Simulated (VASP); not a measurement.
Here is a VASP 6.6.1 calculation.

INCAR

```
SYSTEM = ZnSe
  PREC = Accurate
  ENCUT = 520
  EDIFF = 1E-6
  ISMEAR = 0
  SIGMA = 0.05
  LREAL = .False.
  LASPH = .True.
  NELM = 80
  ALGO = Normal
  ISIF = 2
  LWAVE = .False.
  LCHARG = .True.
  GGA = PE
  LELF = .True.
  LVHAR = .True.
  NBANDS = 16
```

KPOINTS

```
Automatic mesh
0
Gamma
  6 6 6
  0 0 0
```

Contents of POSCAR:

```
ZnSe
1.0
    3.2978247376      0.0000000000      0.0000000000
    0.0000000000      3.2978247376      0.0000000000
    0.0000000000      0.0000000000      3.2978247376
Zn Se
1 1
Direct
    0.0000000000      0.0000000000      0.0000000000
    0.5000000000      0.5000000000      0.5000000000
```

Potentials or basis: VASP PAW PBE potentials, release 64 (Zn, Se).

The run is started by

```sh
$ cat potpaw_PBE.64/Zn/POTCAR potpaw_PBE.64/Se/POTCAR > POTCAR
$ mpirun -np 1 vasp_std > vasp.out
```

(1) Predict the band gap on the k mesh.

(2) Estimate the pressure.

Results:

(1) zero (band 9 reaches 4.71 eV, above the bottom of band 10 at 3.25 eV).

(2) 3.2 GPa.
